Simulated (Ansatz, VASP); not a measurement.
**Two plane-wave programs on CrFe3**

POSCAR

```
CrFe3
1.0
    3.5640300000      0.0000000000      0.0000000000
    0.0000000000      3.5640300000      0.0000000000
    0.0000000000      0.0000000000      3.5640300000
Cr Fe
1 3
Direct
    0.0000000000      0.0000000000      0.0000000000
    0.0000000000      0.5000000000      0.5000000000
    0.5000000000      0.5000000000      0.0000000000
    0.5000000000      0.0000000000      0.5000000000
```

The input INCAR.step1:

```
ALGO = Normal
EDIFF = 1E-4
ENCUT = 520
GGA = PE
ISMEAR = 0
ISPIN = 2
LASPH = T
LCHARG = F
LMAXMIX = 4
LREAL = F
LWAVE = T
MAGMOM = -3 4 4 4
NBANDS = 30
NELM = 150
PREC = Accurate
SIGMA = 0.05
```

File INCAR.step2:

```
ALGO = Normal
EDIFF = 1E-6
ENCUT = 520
ISIF = 2
ISMEAR = 0
ISPIN = 2
ISTART = 1
LASPH = T
LCHARG = T
LELF = T
LMAXMIX = 4
LMIXTAU = T
LORBIT = 11
LREAL = F
LVHAR = T
LWAVE = F
MAGMOM = -3 4 4 4
METAGGA = R2SCAN
NBANDS = 30
NELM = 150
PREC = Accurate
SIGMA = 0.05
```

The input KPOINTS:

```
k-points
0
Gamma
  10 10 10
```

Input for Ansatz:

```yaml
crystal:
  lattice:
    - [3.56403, 0.0, 0.0]
    - [0.0, 3.56403, 0.0]
    - [0.0, 0.0, 3.56403]
  atoms:
    - { symbol: Cr, position: [0.0, 0.0, 0.0], spin: -3.0 }
    - { symbol: Fe, position: [0.0, 0.5, 0.5], spin: 4.0 }
    - { symbol: Fe, position: [0.5, 0.5, 0.0], spin: 4.0 }
    - { symbol: Fe, position: [0.5, 0.0, 0.5], spin: 4.0 }
magnetization:
  spin_polarized: true
basis:
  ecutwfc: 500
  fft_grid_basis: typed
kpoints:
  mp_grid: { grid: [10, 10, 10] }
hamiltonian:
  xc: r2scan
  pseudopotentials: { kind: paw }
scf:
  occupations: { method: gaussian, width: 0.05 }
output:
  forces: true
  stress: true
  eigenvalues: true
  bader: true
  write_density: true
  volumetric_format: npy
  populations: true
  elf: true
```

Alike in both runs: task single point; functional r2SCAN; k mesh 10 × 10 × 10; occupations gaussian, width 0.05 eV; collinear spin.

```csv
,VASP,Ansatz
version,VASP 6.6.1,Ansatz 0.2.0
potentials or method,"VASP PAW PBE potentials, release 64 (Cr_pv, Fe), cutoff 520 eV","scalar-relativistic, plane waves, PAW"
valence electrons in the cell,36,62
```

|  | VASP | Ansatz | Ansatz less VASP |
| --- | --- | --- | --- |
| gap on the k mesh at the Fermi level (eV) | none | none | - |
| pressure (GPa) | 9.3 | 9.0 | -0.32 |
| net moment per atom (μB) | 0.94 | 0.94 | +0.002 |
| size of the moment on the site where the two differ most (μB) | 3.12 | 2.83 | -0.289 |

VASP's potentials were made for PBE, not for r2SCAN. Site moments also hang on the region over which each program counts them. A gap of «none» marks a metal or a gap that the smearing closes. VASP's potentials hold 36 valence electrons a cell and Ansatz's 62, so a difference there can come from the potentials and not from the codes. Ansatz's warnings: stability check not made.
